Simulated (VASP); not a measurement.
# Mo (C2/m) in VASP: a series of runs

Runs on Mo. Level: PBE. Tasks: single point.

Program: VASP 6.6.1. These are calculated values, not measurements. Logs are shortened: lines on timing, memory, paths and dates and some standing lists are left out, and cuts for length are marked.

## Step 1: The cell of the first run

The structure is monoclinic, space group C2/m (No. 12). The conventional cell has a = 4.860 Å, b = 2.771 Å, c = 2.611 Å, α = 90.00°, β = 95.17°, γ = 90.00°. Within 3.4 Å of Mo (site symmetry 2/m) lie 8 Mo at 2.61 to 2.80 Å.

## Step 2: Single point, PBE (strained)

The input, INCAR:

```
ALGO = Fast ; EDIFF = 1E-6
ENCUT = 520 ; GGA = PE
ISIF = 2 ; ISMEAR = 0
LASPH = T ; LCHARG = T
LELF = T ; LREAL = F
LVHAR = T ; LWAVE = F
NBANDS = 13 ; NELM = 100
PREC = Accurate ; SIGMA = 0.1
```

The input, KPOINTS:

```
k-points
0
Gamma
  16 16 14
```

The input, POSCAR:

```
Mo
1.0
    2.7951445239      0.0138690377     -0.1094204159
   -1.3855613229      2.3998728703      0.0000095016
   -0.1022072280     -0.0589991224      2.6078685260
Mo
1
Direct
    0.0000000000      0.0000000000      0.5000000000
```

Potentials or basis: VASP PAW PBE potentials, release 64 (Mo_sv).

Run with:

```
$ cat potpaw_PBE.64/Mo_sv/POTCAR > POTCAR
$ mpirun -np 1 vasp_std > vasp.out
```

OUTCAR:

```text
EDIFF = 1E-6
   ENCUT = 520
   GGA = PE
   ISIF = 2
   ISMEAR = 0
   LASPH = T
   LREAL = F
   NELM = 100
   PREC = Accurate

 ion  position               nearest neighbor table
   1  0.000  0.000  0.500-

  LATTYP: Found a base centered monoclinic cell.
 ALAT       =     4.8601355223
 B/A-ratio  =     0.5701757740
 C/A-ratio  =     0.5371326330
 COS(beta)  =    -0.0901405253

  Lattice vectors:

 A1 = (   2.7951445239,   0.0138690377,  -0.1094204159)
 A2 = (   1.4095832010,   2.4137419080,  -0.1094109143)
 A3 = (  -0.1022072280,  -0.0589991224,   2.6078685260)

Analysis of symmetry for initial positions (statically):
=====================================================================
 Subroutine PRICEL returns:
 Original cell was already a primitive cell.

 Routine SETGRP: Setting up the symmetry group for a
 base centered monoclinic supercell.

 Subroutine GETGRP returns: Found  4 space group operations
 (whereof  4 operations were pure point group operations)
 out of a pool of  4 trial point group operations.

The static configuration has the point symmetry C_2h.

Analysis of symmetry for dynamics (positions and initial velocities):
=====================================================================
 Subroutine PRICEL returns:
 Original cell was already a primitive cell.

 Routine SETGRP: Setting up the symmetry group for a
 base centered monoclinic supercell.

 Subroutine GETGRP returns: Found  4 space group operations
 (whereof  4 operations were pure point group operations)
 out of a pool of  4 trial point group operations.

The dynamic configuration has the point symmetry C_2h.

 Subroutine INISYM returns: Found  4 space group operations
 (whereof  4 operations are pure point group operations),
 and found     1 'primitive' translations

----------------------------------------------------------------------------------------

                                     Primitive cell

  volume of cell :      17.5079

  direct lattice vectors                    reciprocal lattice vectors
     2.795144524  0.013869038 -0.109420416     0.357470430  0.206384693  0.018679077
    -1.385561323  2.399872870  0.000009502    -0.001697116  0.415708876  0.009338278
    -0.102207228 -0.058999122  2.607868526     0.014998678  0.008657932  0.384238612

  length of vectors
     2.797319804  2.771131533  2.610537390     0.413193245  0.415817211  0.384628693

  position of ions in fractional coordinates (direct lattice)
     0.000000000  0.000000000  0.500000000

  ion indices of the primitive-cell ions
   primitive index   ion index
                 1           1

----------------------------------------------------------------------------------------

 KPOINTS: k-points

Automatic generation of k-mesh.
 Grid dimensions read from file:
 generate k-points for:   16   16   14

 Generating k-lattice:

  Cartesian coordinates                     Fractional coordinates (reciprocal lattice)
     0.022341902  0.012899043  0.001167442     0.062500000  0.000000000  0.000000000
    -0.000106070  0.025981805  0.000583642    -0.000000000  0.062500000  0.000000000
     0.001071334  0.000618424  0.027445615    -0.000000000  0.000000000  0.071428571

  Length of vectors
     0.025824578  0.025988576  0.027473478

  Shift w.r.t. Gamma in fractional coordinates (k-lattice)
     0.000000000  0.000000000  0.000000000

 Subroutine IBZKPT returns following result:
 ===========================================

 Found    962 irreducible k-points:

 Following reciprocal coordinates:
            Coordinates               Weight
  0.000000  0.000000  0.000000      1.000000
  0.062500  0.000000 -0.000000      2.000000
  0.125000  0.000000 -0.000000      2.000000
  0.187500 -0.000000 -0.000000      2.000000
  0.250000  0.000000 -0.000000      2.000000
  0.312500 -0.000000 -0.000000      2.000000
[... 16 lines left out ...]
  0.312500  0.125000 -0.000000      4.000000
  0.375000  0.125000 -0.000000      4.000000
 [... further k-points ...]
   k-points           NKPTS =    962   k-points in BZ     NKDIM =    962   number of bands    NBANDS=     13
   number of dos      NEDOS =    301   number of ions     NIONS =      1
   total plane-waves  NPLWV =  11520
   dimension x,y,z NGX =    24 NGY =   24 NGZ =   20
   dimension x,y,z NGXF=    48 NGYF=   48 NGZF=   40
   ions per type =               1
   NGX,Y,Z   is equivalent  to a cutoff of  14.26, 14.40, 12.74 a.u.
   NGXF,Y,Z  is equivalent  to a cutoff of  28.53, 28.80, 25.47 a.u.
 SYSTEM =  unknown system
   PREC   = accura    normal or accurate (medium, high low for compatibility)
   ISTART =      0    job   : 0-new  1-cont  2-samecut
   ICHARG =      2    charge: 1-file 2-atom 10-const
   ISPIN  =      1    spin polarized calculation?
   LNONCOLLINEAR =      F non collinear calculations
   LSORBIT =      F    spin-orbit coupling
   LASPH  =      T    aspherical Exc in radial PAW
   ENCUT  =  520.0 eV  38.22 Ry    6.18 a.u.   5.20  5.15  4.85*2*pi/ulx,y,z
   NELM   =    100;   NELMIN=  2; NELMDL= -5     # of ELM steps
   EDIFF  = 0.1E-05   stopping-criterion for ELM
   LREAL  =      F    real-space projection
   EDIFFG = 0.1E-04   stopping-criterion for IOM
   NSW    =      0    number of steps for IOM
   IBRION =     -1    ionic relax: 0-MD 1-quasi-New 2-CG
   NFREE  =      0    steps in history (QN), initial steepest desc. (CG)
   ISIF   =      2    stress and relaxation
   ISYM   =      2    0-nonsym 1-usesym 2-fastsym
   POTIM  = 0.5000    time-step for ionic-motion
   TEBEG  =    0.0;   TEEND  =   0.0 temperature during run
   PSTRESS=    0.0 pullay stress
   NELECT =      14.0000    total number of electrons
   NUPDOWN=      -1.0000    fix difference up-down
   EMIN   =  10.00;   EMAX   =-10.00  energy-range for DOS
   EFERMI =   0.00;   METHOD = LEGACY
   ISMEAR =     0;   SIGMA  =   0.10  broadening in eV -4-tet -1-fermi 0-gaus
   EFERMI_NEDOS =   21; number of points for ismear=-14 and -15
   IALGO  =     68    algorithm
   IMIX   =      4    mixing-type and parameters
     AMIX     =   0.40;   BMIX     =  1.00
     AMIX_MAG =   1.60;   BMIX_MAG =  1.00
  volume/ion in A,a.u.               =      17.51       118.15
  Fermi-wavevector in a.u.,A,eV,Ry     =   1.519519  2.871475 31.415022  2.308939
  Thomas-Fermi vector in A             =   2.628494
   LORBIT       =      0    0 simple, 1 ext, 2 COOP (PROOUT), +10 PAW based schemes
   GGA     = PE    functional components
   LHFCALC =     F    Hartree Fock is set to
   AEXX    =    0.0000 exact exchange contribution
   IVDW    =     0    specifies the selected vdW correction
   LEPSILON=     F    determine dielectric tensor
   LRPA    =     F    only Hartree local field effects (RPA)
 non-spin polarized calculation
 RMM-DIIS sequential band-by-band and
 Gauss-broadening in eV      SIGMA  =   0.10
  energy-cutoff  :      520.00
  volume of cell :       17.51
 maximum number of plane-waves:       484
 NGX is ok and might be reduce to    24
   NGX = 11   NGY = 11   NGZ =  9

 number of electron      14.0000001 magnetization

 Free energy of the ion-electron system (eV)
  ---------------------------------------------------
  ext. energy  EPLUGINS =         0.00000000
  ---------------------------------------------------
  free energy    TOTEN  =       -10.08023370 eV

  energy without entropy =      -10.07499232  energy(sigma->0) =      -10.07761301

 E-fermi :  10.7960     XC(G=0): -12.6739

 val. band max:       10.7956642186   @ k =   0.5000   0.1250   0.2857
 cond. band min:      10.7988452718   @ k =  -0.1250   0.0625   0.2857
 fundamental gap:      0.0031810532
 Fermi energy:        10.7959968171

 k-point     1 :       0.0000    0.0000    0.0000
  band No.  band energies     occupation
      1     -50.2953      2.00000
      2     -23.7445      2.00000
      3     -23.6721      2.00000
      4     -23.6255      2.00000
      5       4.1480      2.00000
      6       6.7828      2.00000
      7       9.8408      2.00000
      8      10.0616      2.00000
      9      14.3306      0.00000
     10      14.4974      0.00000
     11      23.7673      0.00000
     12      25.8220      0.00000
     13      30.7524      0.00000

 k-point     2 :       0.0625    0.0000   -0.0000
  band No.  band energies     occupation
      1     -50.2888      2.00000
      2     -23.7757      2.00000
      3     -23.6820      2.00000
      4     -23.6354      2.00000
      5       4.2908      2.00000
      6       6.8393      2.00000
      7       9.7095      2.00000
      8      10.1890      2.00000
      9      14.1914      0.00000
     10      14.4760      0.00000
     11      24.0719      0.00000
     12      26.0967      0.00000
     13      30.0593      0.00000

 k-point     3 :       0.1250    0.0000   -0.0000
  band No.  band energies     occupation
      1     -50.2703      2.00000
      2     -23.8880      2.00000
      3     -23.7101      2.00000
      4     -23.6389      2.00000
      5       4.6932      2.00000
      6       6.9991      2.00000
      7       9.3854      2.00000
      8      10.5642      1.99895
      9      13.8243      0.00000
     10      14.4156      0.00000
     11      24.8448      0.00000
     12      26.8350      0.00000
     13      28.5318      0.00000
[... 305 lines left out ...]
 k-point    23 :       0.3125    0.1250   -0.0000
  band No.  band energies     occupation
      1     -50.1384      2.00000
      2     -24.6458      2.00000
      3     -23.9958      2.00000
      4     -23.5608      2.00000
      5       6.8373      2.00000
      6       7.5421      2.00000
      7       9.7504      2.00000
      8      12.1710      0.00000
      9      13.7362      0.00000
     10      14.5844      0.00000
     11      21.2381      0.00000
     12      23.6117      0.00000
     13      28.4041      0.00000

 k-point    24 :       0.3750    0.1250   -0.0000
  band No.  band energies     occupation
      1     -50.1208      2.00000
      2     -24.7428      2.00000
      3     -24.0327      2.00000
      4     -23.5495      2.00000
      5       6.7473      2.00000
      6       7.6574      2.00000
      7      10.4819      1.99999
      8      12.0232      0.00000
      9      13.6613      0.00000
     10      15.3909      0.00000
     11      20.1899      0.00000
     12      22.8637      0.00000
     13      27.8365      0.00000

 [... further k-points ...]

------------------------ aborting loop because EDIFF is reached ----------------------------------------

  FORCE on cell =-STRESS in cart. coord.  units (eV):
  Direction    XX          YY          ZZ          XY          YZ          ZX
  --------------------------------------------------------------------------------------
  -------------------------------------------------------------------------------------
  Total       -0.5954625     -0.6277780     -1.3708381      0.0279757     -0.4055412     -0.7024013
  in kB      -54.4918032    -57.4490495   -125.4477565      2.5601029    -37.1117708    -64.2779577
  external PRESSURE =     -79.1295364 kB  Pullay stress =       0.0000000 kB

 VOLUME and BASIS-vectors are now :
 -----------------------------------------------------------------------------
  energy-cutoff  :      520.00
  volume of cell :       17.51
      direct lattice vectors                 reciprocal lattice vectors
     2.795144524  0.013869038 -0.109420416     0.357470430  0.206384693  0.018679077
    -1.385561323  2.399872870  0.000009502    -0.001697116  0.415708876  0.009338278
    -0.102207228 -0.058999122  2.607868526     0.014998678  0.008657932  0.384238612

 POSITION                                       TOTAL-FORCE (eV/Angst)
 -----------------------------------------------------------------------------------
     -0.05110     -0.02950      1.30393         0.000000      0.000000      0.000000
 -----------------------------------------------------------------------------------
    total drift:                                0.000000      0.000000     -0.000000

  FREE ENERGIE OF THE ION-ELECTRON SYSTEM (eV)
  ---------------------------------------------------
  free  energy   TOTEN  =       -10.0802337013 eV

  energy  without entropy=      -10.0749923163  energy(sigma->0) =      -10.07761301
```

It took 2.6 min on 1 thread of Intel Xeon 8259CL, shared host; peak memory 0.31 GiB.

Results:

```yaml
Free_energy: -10.0802 eV
Pressure: -7.9 GPa
Band_gap_on_the_k_mesh: zero (bands 7 and 8 overlap by 1.65 eV)
```

Caveat: the cell differs from its parent crystal (strained); the cell stands under tension.

## Step 3: Single point, PBE (strained)

The input, INCAR:

```
SYSTEM = Mo
  ALGO = Fast
  EDIFF = 1E-7
  ENCUT = 520
  GGA = PE
  ISIF = 2
  ISMEAR = 0
  LASPH = .True.
  LCHARG = .False.
  LREAL = .False.
  LWAVE = .False.
  NBANDS = 13
  NELM = 100
  PREC = Accurate
  SIGMA = 0.1
```

The input, KPOINTS:

```
k-points
0
Gamma
  16 16 14
  0 0 0
```

The input, POSCAR:

```
Mo
1.0
    2.7360574993     -0.1641306238      0.0777979157
   -1.5101700394      2.6157101120     -0.1555969568
    0.0726693391     -0.1258682013      2.6476526895
Mo
1
Direct
    0.0000000000      0.0000000000      0.5000000000
```

Potentials or basis: VASP PAW PBE potentials, release 64 (Mo_sv).

Run with:

```
$ cat potpaw_PBE.64/Mo_sv/POTCAR > POTCAR
$ mpirun -np 1 vasp_std > vasp.out
```

It took 4.3 min on 1 thread of Intel Xeon 8259CL, shared host; peak memory 0.31 GiB.

Results (log left out):

- Free energy: -10.0732 eV
- Pressure: -13.9 GPa
- Band gap on the k mesh: zero (bands 7 and 8 overlap by 1.69 eV)

Stress tensor (GPa, compression positive):
```
-13.52  -1.65   3.95
 -1.65 -11.61  -6.84
  3.95  -6.84 -16.68
```

Levels at points of the mesh, in eV from the Fermi level:
```tsv
k point	band 3	band 4	band 5	band 6	band 7	band 8	band 9	band 10	band 11	band 12
(0.00, 0.00, 0.00)	-34.61	-34.57	-6.58	-3.89	-2.12	0.46	3.07	3.50	12.92	14.49
(0.50, 0.00, 0.00)	-35.17	-34.48	-4.65	-2.65	0.67	1.64	2.17	4.16	10.04	10.60
(0.00, 0.50, 0.00)	-34.77	-34.53	-4.42	-3.18	0.37	0.84	3.01	3.20	8.59	13.50
(0.00, 0.00, 0.50)	-34.65	-34.47	-3.76	-1.50	-0.15	0.48	0.99	1.12	8.57	15.07
(0.50, 0.00, 0.50)	-35.60	-35.04	-4.66	-3.42	-1.05	4.38	5.24	6.55	7.50	13.44
(0.00, 0.50, 0.50)	-35.52	-34.65	-4.81	-3.14	0.11	3.25	4.85	5.15	6.73	14.05
```

Caveat: the cell differs from its parent crystal (strained); the cell stands under tension.
